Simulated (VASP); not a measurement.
# TaN (P-6m2) in VASP: notebook

TaN is run at these levels: LDA; tasks: single point, relaxation of cell and atoms.

Program: VASP 6.6.1. These are calculated values, not measurements. Logs are shortened: lines on timing, memory, paths and dates and some standing lists are left out, and cuts for length are marked.

## (1) The cell of the first run

It takes space group P-6m2 (No. 187, hexagonal). Conventional cell: a = 2.896 Å, b = 2.896 Å, c = 2.842 Å, α = 90.00°, β = 90.00°, γ = 120.00°. Within 2.9 Å of Ta (site symmetry -6m2) lie 6 N at 2.19 Å and 8 Ta at 2.84 to 2.90 Å. N (site symmetry -6m2) has 6 Ta at 2.19 Å and 8 N at 2.84 to 2.90 Å within 2.9 Å.

## (2) Single point, LDA

The input, INCAR:

```
SYSTEM = TaN
PREC     = Accurate       ! precision mode
ENCUT    = 520            ! plane-wave cutoff, eV
EDIFF    = 1E-6           ! SCF threshold, eV
ISMEAR   = -1             ! smearing method
SIGMA    = 0.15           ! smearing width, eV
LREAL    = .FALSE.        ! projectors in reciprocal space
LASPH    = .TRUE.         ! aspherical terms in the spheres
NELM     = 60             ! most SCF steps
ALGO     = Normal         ! electronic algorithm
ISIF     = 2              ! what is computed and relaxed
LWAVE    = .FALSE.        ! write WAVECAR
LCHARG   = .FALSE.        ! write CHGCAR
NBANDS   = 15             ! bands
```

The input, KPOINTS:

```
Automatic mesh
0
G
  18 18 14
  0 0 0
```

The input, POSCAR:

```
TaN
1.0
    2.8962744801      0.0000000000      0.0000000000
   -1.4481372401      2.5082472761      0.0000000000
    0.0000000000      0.0000000000      2.8423998627
Ta N
1 1
Direct
    0.3333333333      0.6666666667      0.5000000000
    0.0000000000      0.0000000000      0.0000000000
```

Potentials or basis: VASP PAW LDA potentials, release 64 (Ta_pv, N).

The run is started by

```bash
cat potpaw_LDA.64/Ta_pv/POTCAR potpaw_LDA.64/N/POTCAR > POTCAR
mpirun -np 1 vasp_std > vasp.out
```

OUTCAR:

```text
SYSTEM = TaN
   PREC = Accurate
   ENCUT = 520
   EDIFF = 1E-6
   ISMEAR = -1
   LREAL = .FALSE.
   LASPH = .TRUE.
   NELM = 60
   ISIF = 2

 ion  position               nearest neighbor table
   1  0.333  0.667  0.500-   2 2.19   2 2.19   2 2.19   2 2.19   2 2.19   2 2.19
   2  0.000  0.000  0.000-   1 2.19   1 2.19   1 2.19   1 2.19   1 2.19   1 2.19

  LATTYP: Found a hexagonal cell.
 ALAT       =     2.8962744801
 C/A-ratio  =     0.9813986493

  Lattice vectors:

 A1 = (   2.8962744801,   0.0000000000,   0.0000000000)
 A2 = (  -1.4481372401,   2.5082472761,   0.0000000000)
 A3 = (   0.0000000000,   0.0000000000,   2.8423998627)

Analysis of symmetry for initial positions (statically):
=====================================================================
 Subroutine PRICEL returns:
 Original cell was already a primitive cell.

 Routine SETGRP: Setting up the symmetry group for a
 hexagonal supercell.

 Subroutine GETGRP returns: Found 12 space group operations
 (whereof 12 operations were pure point group operations)
 out of a pool of 24 trial point group operations.

The static configuration has the point symmetry D_3h.

Analysis of symmetry for dynamics (positions and initial velocities):
=====================================================================
 Subroutine PRICEL returns:
 Original cell was already a primitive cell.

 Routine SETGRP: Setting up the symmetry group for a
 hexagonal supercell.

 Subroutine GETGRP returns: Found 12 space group operations
 (whereof 12 operations were pure point group operations)
 out of a pool of 24 trial point group operations.

The dynamic configuration has the point symmetry D_3h.

 Subroutine INISYM returns: Found 12 space group operations
 (whereof 12 operations are pure point group operations),
 and found     1 'primitive' translations

----------------------------------------------------------------------------------------

                                     Primitive cell

  volume of cell :      20.6488

  direct lattice vectors                    reciprocal lattice vectors
     2.896274480  0.000000000  0.000000000     0.345271143  0.199342387  0.000000000
    -1.448137240  2.508247276  0.000000000     0.000000000  0.398684775  0.000000000
     0.000000000  0.000000000  2.842399863     0.000000000  0.000000000  0.351815384

  length of vectors
     2.896274480  2.896274480  2.842399863     0.398684775  0.398684775  0.351815384

  position of ions in fractional coordinates (direct lattice)
     0.333333333  0.666666667  0.500000000
     0.000000000  0.000000000  0.000000000

[... 82 lines left out ...]
   ISIF   =      2    stress and relaxation
   ISYM   =      2    0-nonsym 1-usesym 2-fastsym
   POTIM  = 0.5000    time-step for ionic-motion
   TEBEG  =    0.0;   TEEND  =   0.0 temperature during run
   PSTRESS=    0.0 pullay stress
   NELECT =      16.0000    total number of electrons
   NUPDOWN=      -1.0000    fix difference up-down
   EMIN   =  10.00;   EMAX   =-10.00  energy-range for DOS
   EFERMI =   0.00;   METHOD = LEGACY
   ISMEAR =    -1;   SIGMA  =   0.15  broadening in eV -4-tet -1-fermi 0-gaus
   EFERMI_NEDOS =   21; number of points for ismear=-14 and -15
   IALGO  =     38    algorithm
   IMIX   =      4    mixing-type and parameters
     AMIX     =   0.40;   BMIX     =  1.00
     AMIX_MAG =   1.60;   BMIX_MAG =  1.00
  volume/ion in A,a.u.               =      10.32        69.67
  Fermi-wavevector in a.u.,A,eV,Ry     =   1.503660  2.841506 30.762697  2.260994
  Thomas-Fermi vector in A             =   2.614742
   LORBIT       =      0    0 simple, 1 ext, 2 COOP (PROOUT), +10 PAW based schemes
   GGA     = CA    functional components
   LHFCALC =     F    Hartree Fock is set to
   AEXX    =    0.0000 exact exchange contribution
   IVDW    =     0    specifies the selected vdW correction
   LEPSILON=     F    determine dielectric tensor
   LRPA    =     F    only Hartree local field effects (RPA)
 non-spin polarized calculation
  energy-cutoff  :      520.00
  volume of cell :       20.65
 maximum number of plane-waves:       580
 NGX is ok and might be reduce to    24
   NGX = 11   NGY = 11   NGZ = 11

 number of electron      16.0000000 magnetization

 Free energy of the ion-electron system (eV)
  ---------------------------------------------------
  ext. energy  EPLUGINS =         0.00000000
  ---------------------------------------------------
  free energy    TOTEN  =       -24.71566681 eV

  energy without entropy =      -24.70484589  energy(sigma->0) =      -24.71025635

 E-fermi :   8.6156     XC(G=0): -13.8137

 val. band max:        8.5870560931   @ k =   0.0556   0.0000   0.4286
 cond. band min:       8.6588379767   @ k =   0.0000   0.0000   0.3571
 fundamental gap:      0.0717818836
 Fermi energy:         8.6156448695

 k-point     1 :       0.0000    0.0000    0.0000
  band No.  band energies     occupation
      1     -25.9378      2.00000
      2     -25.6463      2.00000
      3     -25.6463      2.00000
      4      -9.2916      2.00000
      5       3.8368      2.00000
      6       3.8368      2.00000
      7       4.1693      2.00000
      8       5.6496      2.00000
      9      11.2662      0.00000
     10      12.3537      0.00000
     11      12.3537      0.00000
     12      12.7551      0.00000
     13      12.7551      0.00000
     14      21.1174      0.00000
[... 401 lines left out ...]
      2     -26.0065      2.00000
      3     -25.7639      2.00000
      4      -6.7560      2.00000
      5       0.2982      2.00000
      6       3.2364      2.00000
      7       4.2136      2.00000
      8       6.2038      2.00000
      9      10.9431      0.00000
     10      11.8200      0.00000
     11      13.4350      0.00000
     12      14.9052      0.00000
     13      17.7291      0.00000
     14      21.0620      0.00000
     15      21.3878      0.00000

 [... further k-points ...]
[... 5 lines left out ...]
  --------------------------------------------------------------------------------------
  -------------------------------------------------------------------------------------
  Total        0.7762578      0.7762578      0.8044913     -0.0000000      0.0000000     -0.0000000
  in kB       60.2311748     60.2311748     62.4218569     -0.0000000      0.0000000     -0.0000000
  external PRESSURE =      60.9614022 kB  Pullay stress =       0.0000000 kB

 VOLUME and BASIS-vectors are now :
 -----------------------------------------------------------------------------
  energy-cutoff  :      520.00
  volume of cell :       20.65
      direct lattice vectors                 reciprocal lattice vectors
     2.896274480  0.000000000  0.000000000     0.345271143  0.199342387  0.000000000
    -1.448137240  2.508247276  0.000000000     0.000000000  0.398684775  0.000000000
     0.000000000  0.000000000  2.842399863     0.000000000  0.000000000  0.351815384

 POSITION                                       TOTAL-FORCE (eV/Angst)
 -----------------------------------------------------------------------------------
     -0.00000      1.67216      1.42120        -0.000000      0.000000      0.000000
      0.00000      0.00000      0.00000         0.000000     -0.000000      0.000000
 -----------------------------------------------------------------------------------
    total drift:                                0.000000     -0.000000     -0.000000

  FREE ENERGIE OF THE ION-ELECTRON SYSTEM (eV)
  ---------------------------------------------------
  free  energy   TOTEN  =       -24.7156668134 eV

  energy  without entropy=      -24.7048458883  energy(sigma->0) =      -24.71025635
```

OSZICAR:

```text
N       E                     dE             d eps       ncg     rms          rms(c)
DAV:   1     0.873424913312E+02    0.87342E+02   -0.87952E+03  8880   0.114E+03
DAV:   2    -0.245892963812E+02   -0.11193E+03   -0.10547E+03 10686   0.300E+02
DAV:   3    -0.272358431778E+02   -0.26465E+01   -0.26342E+01 10791   0.422E+01
DAV:   4    -0.272451250777E+02   -0.92819E-02   -0.92787E-02 11057   0.277E+00
DAV:   5    -0.272451736946E+02   -0.48617E-04   -0.48615E-04 10721   0.187E-01    0.255E+01
DAV:   6    -0.248466128309E+02    0.23986E+01   -0.42960E+00 10393   0.234E+01    0.110E+01
DAV:   7    -0.247549628744E+02    0.91650E-01   -0.46386E-01  9363   0.533E+00    0.738E+00
DAV:   8    -0.247208324333E+02    0.34130E-01   -0.12096E-01 10308   0.299E+00    0.134E+00
DAV:   9    -0.247158561514E+02    0.49763E-02   -0.10289E-02  9545   0.823E-01    0.176E-01
DAV:  10    -0.247157258668E+02    0.13028E-03   -0.58806E-04 10469   0.288E-01    0.125E-01
DAV:  11    -0.247156661686E+02    0.59698E-04   -0.91582E-05  9664   0.887E-02    0.120E-02
DAV:  12    -0.247156668134E+02   -0.64474E-06   -0.62652E-06  9531   0.210E-02
   1 F= -.24715667E+02 E0= -.24710256E+02  d E =-.108209E-01
```

Wall time 44 s (1 thread of AMD EPYC 9R45 (Zen 5), shared host); peak memory 0.18 GiB.

Results:

```
Free energy            : -24.7157 eV
Pressure               : 6.1 GPa
Band gap on the k mesh : zero (bands 8 and 9 overlap by 0.38 eV)
```

Stress tensor (GPa, compression positive):
```
6.02 0.00 0.00
0.00 6.02 0.00
0.00 0.00 6.24
```

Caveat: the cell stands under pressure; spin-orbit coupling is left out, which moves the levels of the heavy elements.

## (3) Single point, LDA

This run uses another cell than the first one, of 10.43 Å³/atom.

The input, INCAR:

```
PREC = Accurate
ENCUT = 520
EDIFF = 1E-7
ISMEAR = 0
SIGMA = 0.1
LREAL = F
LASPH = T
NELM = 100
ALGO = Normal
ISIF = 2
LWAVE = F
LCHARG = F
NBANDS = 15
```

The input, KPOINTS:

```
regular mesh
0
Gamma
  18 18 14
```

The input, POSCAR:

```
TaN
1.0
    2.9065292368      0.0000000000      0.0000000000
   -1.4532646184      2.5171281559      0.0000000000
    0.0000000000      0.0000000000      2.8516193976
Ta N
1 1
Direct
    0.3333333333      0.6666666667      0.5000000000
    0.0000000000      0.0000000000      0.0000000000
```

Potentials or basis: VASP PAW LDA potentials, release 64 (Ta_pv, N).

The run is started by

```bash
cat potpaw_LDA.64/Ta_pv/POTCAR potpaw_LDA.64/N/POTCAR > POTCAR
mpirun -np 1 vasp_std > vasp.out
```

Wall time 46 s (1 thread of AMD EPYC 9R45 (Zen 5), shared host); peak memory 0.18 GiB.

Results (log left out):

- Free energy: -24.7174 eV
- Pressure: 2.0 GPa
- Band gap on the k mesh: zero (bands 8 and 9 overlap by 0.38 eV)

Stress tensor (GPa, compression positive):
```
1.95 0.00 0.00
0.00 1.95 0.00
0.00 0.00 2.17
```

Levels at points of the mesh, in eV from the Fermi level:
```tsv
k point	band 4	band 5	band 6	band 7	band 8	band 9	band 10	band 11	band 12	band 13
(0.00, 0.00, 0.00)	-17.74	-4.65	-4.65	-4.31	-2.86	2.66	3.78	3.78	4.16	4.16
(0.50, 0.00, 0.00)	-15.27	-8.37	-5.30	-3.57	-3.14	3.12	4.27	5.42	5.56	7.93
(0.00, 0.00, 0.50)	-14.82	-9.46	-3.81	-3.81	-0.08	-0.08	2.58	3.41	3.41	8.63
(0.50, 0.00, 0.50)	-15.68	-7.44	-6.21	-5.82	-0.17	4.47	5.63	6.39	7.39	10.69
```

Caveat: spin-orbit coupling is left out, which moves the levels of the heavy elements.

## (4) Relaxation of cell and atoms, LDA

This run uses another cell than the first one, of 10.44 Å³/atom.

The input, INCAR:

```
PREC     = Accurate       # precision mode
ENCUT    = 600            # plane-wave cutoff, eV
EDIFF    = 1E-7           # SCF threshold, eV
ISMEAR   = 0              # smearing method
SIGMA    = 0.1            # smearing width, eV
LREAL    = False          # projectors in reciprocal space
LASPH    = True           # aspherical terms in the spheres
NELM     = 80             # most SCF steps
ALGO     = Normal         # electronic algorithm
ISIF     = 3              # what is computed and relaxed
LWAVE    = False          # write WAVECAR
LCHARG   = False          # write CHGCAR
IBRION   = 2              # ionic algorithm
NSW      = 100            # ionic steps
EDIFFG   = -0.005         # ionic threshold
```

The input, KPOINTS:

```
Automatic mesh
0
Gamma
  18 18 14
```

The input, POSCAR:

```
TaN
1.0
    2.9050812121      0.0000000000      0.0000000000
   -1.4525406060      2.5158741297      0.0000000000
    0.0000000000      0.0000000000      2.8555203368
Ta N
1 1
Direct
    0.3333333333      0.6666666667      0.5000000000
    0.0000000000      0.0000000000      0.0000000000
```

The run is started by

```bash
cat potpaw_LDA.64/Ta_pv/POTCAR potpaw_LDA.64/N/POTCAR > POTCAR
mpirun -np 1 vasp_std > vasp.out
```

It took 1.8 min on 1 thread of AMD EPYC 9R45 (Zen 5), shared host; peak memory 0.19 GiB.

It converged, with:

```yaml
Free_energy: -24.7187 eV
Relaxed_volume: 10.49 Å³/atom
Relaxed_cell: a = 2.912 Å, b = 2.912 Å, c = 2.856 Å, α = 90.00°, β = 90.00°, γ = 120.00°
Space_group_after_relaxing_to_0.1_Å: P-6m2 (No. 187)
Energy_gained_by_relaxing: 0.3 meV/atom
Ionic_steps: 5
Pressure_after_relaxing: 0.0 GPa
Band_gap_on_the_k_mesh: zero (bands 8 and 9 overlap by 0.37 eV)
```

Step by step:
```csv
step,energy change (eV),largest force (eV/Å),pressure (GPa),volume (Å³)
1,0.0000,0.0000,1.78,20.87
2,0.0029,0.0000,-4.39,21.22
3,-0.0006,0.0000,-0.09,20.97
4,-0.0006,0.0000,0.06,20.97
5,-0.0006,0.0000,-0.02,20.97
```

Final structure:
```
CELL_PARAMETERS angstrom
2.91159 0.00000 0.00000
-1.45579 2.52151 0.00000
0.00000 0.00000 2.85647
ATOMIC_POSITIONS crystal
Ta 0.33333 0.66667 0.50000
N 0.00000 0.00000 0.00000
```

Levels at points of the mesh, in eV from the Fermi level:
| k point | band 4 | band 5 | band 6 | band 7 | band 8 | band 9 | band 10 | band 11 | band 12 |
| --- | --- | --- | --- | --- | --- | --- | --- | --- | --- |
| (0.00, 0.00, 0.00) | -17.70 | -4.62 | -4.62 | -4.28 | -2.86 | 2.62 | 3.75 | 3.75 | 4.13 |
| (0.50, 0.00, 0.00) | -15.25 | -8.35 | -5.28 | -3.55 | -3.13 | 3.10 | 4.24 | 5.39 | 5.52 |
| (0.00, 0.00, 0.50) | -14.81 | -9.43 | -3.79 | -3.79 | -0.08 | -0.08 | 2.56 | 3.40 | 3.40 |
| (0.50, 0.00, 0.50) | -15.65 | -7.41 | -6.19 | -5.80 | -0.18 | 4.43 | 5.58 | 6.34 | 7.34 |

Caveat: spin-orbit coupling is left out, which moves the levels of the heavy elements.

## (5) Relaxation of cell and atoms, LDA, target pressure 4 GPa, at which the enthalpy is minimised

This run uses another cell than the first one, of 10.43 Å³/atom.

The input, INCAR:

```
PREC     = Accurate       # precision mode
ENCUT    = 600            # plane-wave cutoff, eV
EDIFF    = 1E-7           # SCF threshold, eV
ISMEAR   = -1             # smearing method
SIGMA    = 0.15           # smearing width, eV
LREAL    = False          # projectors in reciprocal space
LASPH    = True           # aspherical terms in the spheres
NELM     = 100            # most SCF steps
ALGO     = Normal         # electronic algorithm
ISIF     = 3              # what is computed and relaxed
LWAVE    = False          # write WAVECAR
LCHARG   = False          # write CHGCAR
IBRION   = 2              # ionic algorithm
NSW      = 80             # ionic steps
EDIFFG   = -0.001         # ionic threshold
PSTRESS  = 40.0
```

The input, KPOINTS:

```
regular mesh
0
Gamma
  18 18 14
```

The input, POSCAR:

```
TaN
1.0
    2.9068983747      0.0000000000      0.0000000000
   -1.4534491874      2.5174478387      0.0000000000
    0.0000000000      0.0000000000      2.8508655672
Ta N
1 1
Direct
    0.3333333333      0.6666666667      0.5000000000
    0.0000000000      0.0000000000      0.0000000000
```

The run is started by

```bash
cat potpaw_LDA.64/Ta_pv/POTCAR potpaw_LDA.64/N/POTCAR > POTCAR
mpirun -np 1 vasp_std > vasp.out
```

Run time: 2.4 min. Hardware: 1 thread of AMD EPYC 9R45 (Zen 5), shared host; peak memory 0.19 GiB.

Results (log left out):

```
Free energy                                                : -24.7198 eV
Relaxed volume                                             : 10.38 Å³/atom
Relaxed cell                                               : a = 2.901 Å, b = 2.901 Å, c = 2.847 Å, α = 90.00°, β = 90.00°, γ = 120.00°
Space group after relaxing (to 0.1 Å)                      : P-6m2 (No. 187)
Energy change on relaxing (the run minimises the enthalpy) : +1.0 meV/atom
Ionic steps                                                : 8
Pressure after relaxing                                    : 4.0 GPa
Band gap on the k mesh                                     : zero (bands 8 and 9 overlap by 0.38 eV)
```

The path:
```
step  energy change (eV)  largest force (eV/Å)  pressure (GPa)  volume (Å³)
   1              0.0000                0.0000            1.96        20.86
   2              0.0144                0.0000            9.77        20.46
   3              0.0020                0.0000            3.99        20.75
   4              0.0021                0.0000            4.03        20.75
   5              0.0021                0.0000            4.03        20.75
   6              0.0021                0.0000            4.03        20.75
   7              0.0020                0.0000            3.96        20.76
   8              0.0020                0.0000            4.00        20.75
```

Final structure:
```
Ta N
1.0
     2.90119    0.00000    0.00000
    -1.45059    2.51250    0.00000
     0.00000    0.00000    2.84717
Ta N
1 1
Direct
  0.33333 0.66667 0.50000
  0.00000 0.00000 0.00000
```

Levels at points of the mesh, in eV from the Fermi level:
```csv
k point,band 6,band 7,band 8,band 9,band 10,band 11
"(0.00, 0.00, 0.00)",-4.75,-4.42,-2.96,2.61,3.72,3.72
"(0.50, 0.00, 0.00)",-5.42,-3.68,-3.24,3.06,4.22,5.36
"(0.00, 0.00, 0.50)",-3.91,-3.91,-0.17,-0.17,2.50,3.35
"(0.50, 0.00, 0.50)",-6.32,-5.94,-0.24,4.42,5.59,6.36
```

Caveat: the cell is relaxed towards a set pressure, so the run minimises the enthalpy, not the energy; spin-orbit coupling is left out, which moves the levels of the heavy elements. LDA usually gives volumes a few per cent too small.

## (6) The runs side by side

```csv
task,cell,cutoff (eV),smearing,gap on the mesh (eV),pressure (GPa)
single point,"a = 2.896, b = 2.896, c = 2.842 Å, angles 90.0, 90.0, 120.0°, 2 atoms",520,fermi-dirac 0.15 eV,none,6.1
single point,"a = 2.907, b = 2.907, c = 2.852 Å, angles 90.0, 90.0, 120.0°, 2 atoms",520,gaussian 0.1 eV,none,2.0
relaxation of cell and atoms,"relaxed from a = 2.905, b = 2.905, c = 2.856 Å, angles 90.0, 90.0, 120.0°, 2 atoms",600,gaussian 0.1 eV,none,0.0
relaxation of cell and atoms,"relaxed to 4 GPa from a = 2.907, b = 2.907, c = 2.851 Å, angles 90.0, 90.0, 120.0°, 2 atoms",600,fermi-dirac 0.15 eV,none,4.0
```

Alike in all rows: level LDA; potentials or basis VASP PAW LDA potentials, release 64 (Ta_pv, N); no spin polarisation; k mesh 18 × 18 × 14.

Caveats: spin-orbit coupling is left out, which moves the levels of the heavy elements; the cell stands under pressure (at least some runs); the cell is relaxed towards a set pressure, so the run minimises the enthalpy, not the energy (at least some runs).

Absolute energies hang on the potentials; compare differences alone.

The gap in the log of VASP goes by the Fermi energy; the results here count the filled bands.